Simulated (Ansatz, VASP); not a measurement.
## GeSb2Te4 in VASP and in Ansatz

```xyz
7
Lattice="-3.0584 3.0584 6.0647 3.0584 -3.0584 6.0647 3.0584 3.0584 -6.0647" Properties=species:S:1:pos:R:3 pbc="T T T"
Ge    0.0000    0.0000    0.0000
Sb    0.0000    0.0000    6.0647
Sb    3.0584    0.0000    3.0323
Te    0.0000    3.0584    0.0445
Te    0.0000    0.0000    2.9849
Te    0.0000    3.0584    6.0202
Te    0.0000    0.0000    9.1445
```

Alike in both runs: functional PBE; k mesh 8 × 8 × 8; occupations gaussian, width 0.1 eV; no spin polarisation.

Ansatz relaxed the structure, and its values are those at the end. VASP's run is a single point on that final structure, the one shown.

|  | VASP | Ansatz |
| --- | --- | --- |
| version | VASP 6.6.1 | Ansatz 0.2.0 |
| potentials or method | VASP PAW PBE potentials, release 64 (Ge_d, Sb, Te), cutoff 520 eV | scalar-relativistic, plane waves, PAW |
| valence electrons in the cell | 48 | 108 |

```tsv
	VASP	Ansatz	Ansatz less VASP
gap on the k mesh at the Fermi level (eV)	none	none	-
pressure (GPa)	0.0	0.0	+0.03
rms of the force components (eV/Å)	0.003	0.002	-0.0008
```

A gap of «none» marks a metal or a gap that the smearing closes. The functional is the same, so the differences come from potentials, cutoffs and numerics. VASP's potentials hold 48 valence electrons a cell and Ansatz's 108, so a difference there can come from the potentials and not from the codes.

Neither program's run includes spin-orbit coupling.
